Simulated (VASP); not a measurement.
ZnS, 4 atoms in the cell. It takes space group P6_3mc (No. 186, hexagonal). The conventional cell has a = 3.898 Å, b = 3.898 Å, c = 6.383 Å, α = 90.00°, β = 90.00°, γ = 120.00°. Within 3.2 Å of Zn (site symmetry 3m) lie 4 S at 2.39 Å. S (site symmetry 3m) has 4 Zn at 2.39 Å within 3.2 Å. 

| Item | Value |
| --- | --- |
| Program | VASP 6.6.1 |
| Task | single point |
| Functional | PBE |
| Potentials or basis | VASP PAW PBE potentials, release 64 (Zn, S) |
| Cutoff | 520 eV |
| k mesh | 13 × 13 × 7 |
| Occupations | fermi-dirac, width 0.02 eV |
| Spin | no spin polarisation |
| Dipole correction | no |
| Further INCAR settings | ALGO = Normal; EDIFF = 1e-06; NBANDS = 26 |

Potentials or basis: VASP PAW PBE potentials, release 64 (Zn, S).

Run with:

```bash
$ cat potpaw_PBE.64/Zn/POTCAR potpaw_PBE.64/S/POTCAR > POTCAR
$ mpirun -np 1 vasp_std > vasp.out
```

Hardware: 1 thread of AMD EPYC 9R45 96-Core Processor (Zen 5) (shared host).

**Question.** How long does it take, and how much memory?

**Answer.** Run time: 81 s on 1 thread of AMD EPYC 9R45 96-Core Processor (Zen 5), with other jobs on the host, peak memory 0.26 GiB. Counts: scf iterations 14, k points 84.
